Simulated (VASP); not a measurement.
# MgO in VASP: a series of runs

Runs on MgO. Level: PBE. Tasks: single point.

All numbers are computed with VASP 6.6.1; they aren't measurements. Logs are shortened: lines on timing, memory, paths and dates and some standing lists are left out, and cuts for length are marked.

### Step 1. The cell of the first run

It takes space group R-3m (No. 166, trigonal). Conventional cell: a = 3.710 Å, b = 3.710 Å, c = 4.441 Å, α = 90.00°, β = 90.00°, γ = 120.00°. Within 2.9 Å of Mg (site symmetry -3m) lie 8 O at 2.22 to 2.27 Å and 6 Mg at 2.60 Å. Within 2.9 Å of O (site symmetry -3m) lie 8 Mg at 2.22 to 2.27 Å and 6 O at 2.60 Å.

### Step 2. Single point, PBE (strain along [111] -2.3%)

INCAR

```
ALGO = Normal ; EDIFF = 1E-6
ENCUT = 520 ; GGA = PE
ISIF = 2 ; ISMEAR = -1
LASPH = True ; LCHARG = False
LREAL = False ; LWAVE = False
NBANDS = 11 ; NELM = 60
PREC = Accurate ; SIGMA = 0.02
```

KPOINTS

```
k-points
0
Gamma
  10 10 10
```

POSCAR

```
MgO
1.0
    2.6035865643     -0.0197625634     -0.0197625634
   -0.0197625634      2.6035865643     -0.0197625634
   -0.0197625634     -0.0197625634      2.6035865643
Mg O
1 1
Direct
    0.0000000000      0.0000000000      0.0000000000
    0.5000000000      0.5000000000      0.5000000000
```

Potentials or basis: VASP PAW PBE potentials, release 64 (Mg, O).

Started as:

```bash
$ cat potpaw_PBE.64/Mg/POTCAR potpaw_PBE.64/O/POTCAR > POTCAR
$ mpirun -np 1 vasp_std > vasp.out
```

OUTCAR:

```text
EDIFF = 1E-6
   ENCUT = 520
   GGA = PE
   ISIF = 2
   ISMEAR = -1
   LASPH = True
   LREAL = False
   NELM = 60
   PREC = Accurate

 ion  position               nearest neighbor table
   1  0.000  0.000  0.000-   2 2.22   2 2.22   2 2.27   2 2.27   2 2.27   2 2.27   2 2.27   2 2.27

   2  0.500  0.500  0.500-   1 2.22   1 2.22   1 2.27   1 2.27   1 2.27   1 2.27   1 2.27   1 2.27

  LATTYP: Found a trigonal (rhomboedric) cell.
 ALAT       =     2.6037365680
 COS(alpha) =    -0.0151216720

  Lattice vectors:

 A1 = (   2.6035865643,  -0.0197625634,  -0.0197625634)
 A2 = (  -0.0197625634,   2.6035865643,  -0.0197625634)
 A3 = (  -0.0197625634,  -0.0197625634,   2.6035865643)

Analysis of symmetry for initial positions (statically):
=====================================================================
 Subroutine PRICEL returns:
 Original cell was already a primitive cell.

 Routine SETGRP: Setting up the symmetry group for a
 trigonal (rhombohedral) supercell.

 Subroutine GETGRP returns: Found 12 space group operations
 (whereof 12 operations were pure point group operations)
 out of a pool of 12 trial point group operations.

The static configuration has the point symmetry D_3d.

Analysis of symmetry for dynamics (positions and initial velocities):
=====================================================================
 Subroutine PRICEL returns:
 Original cell was already a primitive cell.

 Routine SETGRP: Setting up the symmetry group for a
 trigonal (rhombohedral) supercell.

 Subroutine GETGRP returns: Found 12 space group operations
 (whereof 12 operations were pure point group operations)
 out of a pool of 12 trial point group operations.

The dynamic configuration has the point symmetry D_3d.

 Subroutine INISYM returns: Found 12 space group operations
 (whereof 12 operations are pure point group operations),
 and found     1 'primitive' translations

----------------------------------------------------------------------------------------

                                     Primitive cell

  volume of cell :      17.6458

  direct lattice vectors                    reciprocal lattice vectors
     2.603586564 -0.019762563 -0.019762563     0.384130161  0.002938047  0.002938047
    -0.019762563  2.603586564 -0.019762563     0.002938047  0.384130161  0.002938047
    -0.019762563 -0.019762563  2.603586564     0.002938047  0.002938047  0.384130161

  length of vectors
     2.603736568  2.603736568  2.603736568     0.384152632  0.384152632  0.384152632

  position of ions in fractional coordinates (direct lattice)
     0.000000000  0.000000000  0.000000000
     0.500000000  0.500000000  0.500000000

  ion indices of the primitive-cell ions
   primitive index   ion index
                 1           1
                 2           2

----------------------------------------------------------------------------------------

 KPOINTS: k-points

Automatic generation of k-mesh.
 Grid dimensions read from file:
 generate k-points for:   10   10   10

 Generating k-lattice:

  Cartesian coordinates                     Fractional coordinates (reciprocal lattice)
     0.038413016  0.000293805  0.000293805     0.100000000 -0.000000000  0.000000000
     0.000293805  0.038413016  0.000293805    -0.000000000  0.100000000  0.000000000
     0.000293805  0.000293805  0.038413016     0.000000000  0.000000000  0.100000000

  Length of vectors
     0.038415263  0.038415263  0.038415263

  Shift w.r.t. Gamma in fractional coordinates (k-lattice)
     0.000000000  0.000000000  0.000000000

 Subroutine IBZKPT returns following result:
 ===========================================

 Found    116 irreducible k-points:

 Following reciprocal coordinates:
            Coordinates               Weight
  0.000000  0.000000  0.000000      1.000000
  0.100000  0.000000  0.000000      6.000000
  0.200000  0.000000  0.000000      6.000000
  0.300000 -0.000000 -0.000000      6.000000
  0.400000  0.000000  0.000000      6.000000
  0.500000  0.000000  0.000000      3.000000
[... 16 lines left out ...]
  0.300000  0.300000  0.000000      6.000000
  0.400000  0.300000  0.000000     12.000000
 [... further k-points ...]
   k-points           NKPTS =    116   k-points in BZ     NKDIM =    116   number of bands    NBANDS=     11
   number of dos      NEDOS =    301   number of ions     NIONS =      2
   total plane-waves  NPLWV =   8000
   dimension x,y,z NGX =    20 NGY =   20 NGZ =   20
   dimension x,y,z NGXF=    40 NGYF=   40 NGZF=   40
   ions per type =               1   1
   NGX,Y,Z   is equivalent  to a cutoff of  12.77, 12.77, 12.77 a.u.
   NGXF,Y,Z  is equivalent  to a cutoff of  25.54, 25.54, 25.54 a.u.
 SYSTEM =  unknown system
   PREC   = accura    normal or accurate (medium, high low for compatibility)
   ISTART =      0    job   : 0-new  1-cont  2-samecut
   ICHARG =      2    charge: 1-file 2-atom 10-const
   ISPIN  =      1    spin polarized calculation?
   LNONCOLLINEAR =      F non collinear calculations
   LSORBIT =      F    spin-orbit coupling
   LASPH  =      T    aspherical Exc in radial PAW
   ENCUT  =  520.0 eV  38.22 Ry    6.18 a.u.   4.84  4.84  4.84*2*pi/ulx,y,z
   NELM   =     60;   NELMIN=  2; NELMDL= -5     # of ELM steps
   EDIFF  = 0.1E-05   stopping-criterion for ELM
   LREAL  =      F    real-space projection
   EDIFFG = 0.1E-04   stopping-criterion for IOM
   NSW    =      0    number of steps for IOM
   IBRION =     -1    ionic relax: 0-MD 1-quasi-New 2-CG
   NFREE  =      0    steps in history (QN), initial steepest desc. (CG)
   ISIF   =      2    stress and relaxation
   ISYM   =      2    0-nonsym 1-usesym 2-fastsym
   POTIM  = 0.5000    time-step for ionic-motion
   TEBEG  =    0.0;   TEEND  =   0.0 temperature during run
   PSTRESS=    0.0 pullay stress
   NELECT =       8.0000    total number of electrons
   NUPDOWN=      -1.0000    fix difference up-down
   EMIN   =  10.00;   EMAX   =-10.00  energy-range for DOS
   EFERMI =   0.00;   METHOD = LEGACY
   ISMEAR =    -1;   SIGMA  =   0.02  broadening in eV -4-tet -1-fermi 0-gaus
   EFERMI_NEDOS =   21; number of points for ismear=-14 and -15
   IALGO  =     38    algorithm
   IMIX   =      4    mixing-type and parameters
     AMIX     =   0.40;   BMIX     =  1.00
     AMIX_MAG =   1.60;   BMIX_MAG =  1.00
  volume/ion in A,a.u.               =       8.82        59.54
  Fermi-wavevector in a.u.,A,eV,Ry     =   1.257645  2.376604 21.519929  1.581670
  Thomas-Fermi vector in A             =   2.391293
   LORBIT       =      0    0 simple, 1 ext, 2 COOP (PROOUT), +10 PAW based schemes
   GGA     = PE    functional components
   LHFCALC =     F    Hartree Fock is set to
   AEXX    =    0.0000 exact exchange contribution
   IVDW    =     0    specifies the selected vdW correction
   LEPSILON=     F    determine dielectric tensor
   LRPA    =     F    only Hartree local field effects (RPA)
 non-spin polarized calculation
  energy-cutoff  :      520.00
  volume of cell :       17.65
 maximum number of plane-waves:       484
   NGX =  9   NGY =  9   NGZ =  9

 number of electron       8.0000003 magnetization

 Free energy of the ion-electron system (eV)
  ---------------------------------------------------
  ext. energy  EPLUGINS =         0.00000000
  ---------------------------------------------------
  free energy    TOTEN  =       -10.37159395 eV

  energy without entropy =      -10.37159395  energy(sigma->0) =      -10.37159395

 E-fermi :   5.7657     XC(G=0): -11.4747

 val. band max:        5.3323649928   @ k =   0.5000   0.5000   0.0000
 cond. band min:       8.1738013013   @ k =   0.0000   0.0000   0.0000
 fundamental gap:      2.8414363086
 Fermi energy:         5.7656976820

 k-point     1 :       0.0000    0.0000    0.0000
  band No.  band energies     occupation
      1     -13.4153      2.00000
      2       4.2063      2.00000
      3       4.3318      2.00000
      4       4.3318      2.00000
      5       8.1738      0.00000
      6      15.8565      0.00000
      7      15.8565      0.00000
      8      26.0463      0.00000
      9      26.0463      0.00000
     10      26.5329      0.00000
     11      33.1146      0.00000

 k-point     2 :       0.1000    0.0000    0.0000
  band No.  band energies     occupation
      1     -13.3111      2.00000
      2       3.4286      2.00000
      3       4.2924      2.00000
      4       4.3738      2.00000
      5       8.7831      0.00000
      6      16.0701      0.00000
      7      16.1040      0.00000
      8      25.8765      0.00000
      9      26.0300      0.00000
     10      26.5105      0.00000
     11      32.2558      0.00000

 k-point     3 :       0.2000    0.0000    0.0000
  band No.  band energies     occupation
      1     -13.0223      2.00000
      2       1.7837      2.00000
      3       4.3978      2.00000
      4       4.4861      2.00000
      5       9.8776      0.00000
      6      16.4508      0.00000
      7      16.7067      0.00000
      8      25.3683      0.00000
      9      25.5357      0.00000
     10      27.2295      0.00000
     11      30.1082      0.00000

 k-point     4 :       0.3000   -0.0000   -0.0000
  band No.  band energies     occupation
      1     -12.6265      2.00000
      2       0.1887      2.00000
      3       4.5354      2.00000
      4       4.6299      2.00000
      5      11.0106      0.00000
      6      16.2797      0.00000
      7      17.7463      0.00000
      8      24.6315      0.00000
      9      24.7283      0.00000
     10      27.0608      0.00000
     11      29.1386      0.00000
[... 239 lines left out ...]
 k-point    22 :      -0.2000    0.2000    0.0000
  band No.  band energies     occupation
      1     -12.6656      2.00000
      2       1.8057      2.00000
      3       2.6237      2.00000
      4       4.6090      2.00000
      5      11.2605      0.00000
      6      16.3546      0.00000
      7      17.2047      0.00000
      8      24.0308      0.00000
      9      25.3126      0.00000
     10      26.6967      0.00000
     11      28.7761      0.00000

 k-point    23 :       0.3000    0.3000    0.0000
  band No.  band energies     occupation
      1     -11.9537      2.00000
      2       0.7368      2.00000
      3       1.4669      2.00000
      4       4.9252      2.00000
      5      12.7777      0.00000
      6      15.2583      0.00000
      7      17.5544      0.00000
      8      23.0461      0.00000
      9      24.9925      0.00000
     10      26.5554      0.00000
     11      26.9361      0.00000

 k-point    24 :       0.4000    0.3000    0.0000
  band No.  band energies     occupation
      1     -11.6610      2.00000
      2       0.0460      2.00000
      3       1.5612      2.00000
      4       5.0652      2.00000
      5      12.5247      0.00000
      6      15.3100      0.00000
      7      17.6740      0.00000
      8      21.9950      0.00000
      9      24.6828      0.00000
     10      26.1635      0.00000
     11      28.4741      0.00000

 [... further k-points ...]
[... 5 lines left out ...]
  --------------------------------------------------------------------------------------
  -------------------------------------------------------------------------------------
  Total        1.0411524      1.0411524      1.0411524     -0.0796640     -0.0796640     -0.0796640
  in kB       94.5331848     94.5331848     94.5331848     -7.2332262     -7.2332262     -7.2332262
  external PRESSURE =      94.5331848 kB  Pullay stress =       0.0000000 kB

 VOLUME and BASIS-vectors are now :
 -----------------------------------------------------------------------------
  energy-cutoff  :      520.00
  volume of cell :       17.65
      direct lattice vectors                 reciprocal lattice vectors
     2.603586564 -0.019762563 -0.019762563     0.384130161  0.002938047  0.002938047
    -0.019762563  2.603586564 -0.019762563     0.002938047  0.384130161  0.002938047
    -0.019762563 -0.019762563  2.603586564     0.002938047  0.002938047  0.384130161

 POSITION                                       TOTAL-FORCE (eV/Angst)
 -----------------------------------------------------------------------------------
      0.00000      0.00000      0.00000         0.000000     -0.000000      0.000000
      1.28203      1.28203      1.28203        -0.000000      0.000000      0.000000
 -----------------------------------------------------------------------------------
    total drift:                                0.000000      0.000000      0.000000

  FREE ENERGIE OF THE ION-ELECTRON SYSTEM (eV)
  ---------------------------------------------------
  free  energy   TOTEN  =       -10.3715939463 eV

  energy  without entropy=      -10.3715939463  energy(sigma->0) =      -10.37159395
```

It took 9.3 s on 1 thread of Intel Xeon Platinum 8375C at 2.90GHz (Ice Lake), shared host; peak memory 0.14 GiB.

Results:

```yaml
Free_energy: -10.3716 eV
Pressure: 9.5 GPa
Band_gap_on_the_k_mesh: 2.84 eV, indirect (least direct gap 3.84 eV)
```

Caveat: the cell differs from its parent crystal (strain along [111] -2.3%). A k mesh can miss the band edges.

### Step 3. Single point, PBE (uniaxial x strain -4.2%)

INCAR

```
SYSTEM = MgO
  PREC = Accurate
  ENCUT = 520
  EDIFF = 1E-7
  ISMEAR = -1
  SIGMA = 0.02
  LREAL = .False.
  LASPH = .True.
  NELM = 100
  ALGO = Normal
  ISIF = 2
  LWAVE = .False.
  LCHARG = .False.
  GGA = PE
  NBANDS = 11
```

KPOINTS

```
regular mesh
0
Gamma
  10 10 10
  0 0 0
```

POSCAR

```
MgO
1.0
    2.5126437946      0.0000000000      0.0000000000
    0.0000000000      2.6233491278      0.0000000000
    0.0000000000      0.0000000000      2.6233491278
Mg O
1 1
Direct
    0.0000000000      0.0000000000      0.0000000000
    0.5000000000      0.5000000000      0.5000000000
```

Potentials or basis: VASP PAW PBE potentials, release 64 (Mg, O).

Started as:

```bash
$ cat potpaw_PBE.64/Mg/POTCAR potpaw_PBE.64/O/POTCAR > POTCAR
$ mpirun -np 1 vasp_std > vasp.out
```

Run time: 11 s. Hardware: 1 thread of Intel Xeon Platinum 8375C at 2.90GHz (Ice Lake), shared host; peak memory 0.14 GiB.

Results (log left out):

```
Free energy            : -10.2959 eV
Pressure               : 13.5 GPa
Band gap on the k mesh : 2.64 eV, indirect (least direct gap 3.55 eV)
```

Stress tensor (GPa, compression positive):
```
34.37  0.00  0.00
 0.00  3.02  0.00
 0.00  0.00  3.02
```

Levels at points of the mesh, in eV from the valence-band top:
```tsv
k point	band 2	band 3	band 4	band 5	band 6	band 7
(0.00, 0.00, 0.00)	-1.62	-1.62	-0.91	2.64	9.80	10.73
(0.50, 0.00, 0.00)	-7.01	-1.04	-1.04	6.85	9.97	14.56
(0.00, 0.50, 0.00)	-7.24	-1.17	-0.52	7.27	9.50	14.55
(0.50, 0.50, 0.00)	-5.28	-5.18	-0.45	5.04	12.02	12.74
(0.00, 0.50, 0.50)	-5.43	-5.43	0.00	4.41	12.55	12.55
(0.50, 0.50, 0.50)	-4.26	-4.16	-4.16	7.19	7.52	7.52
```

Caveat: the cell differs from its parent crystal (uniaxial x strain -4.2%).
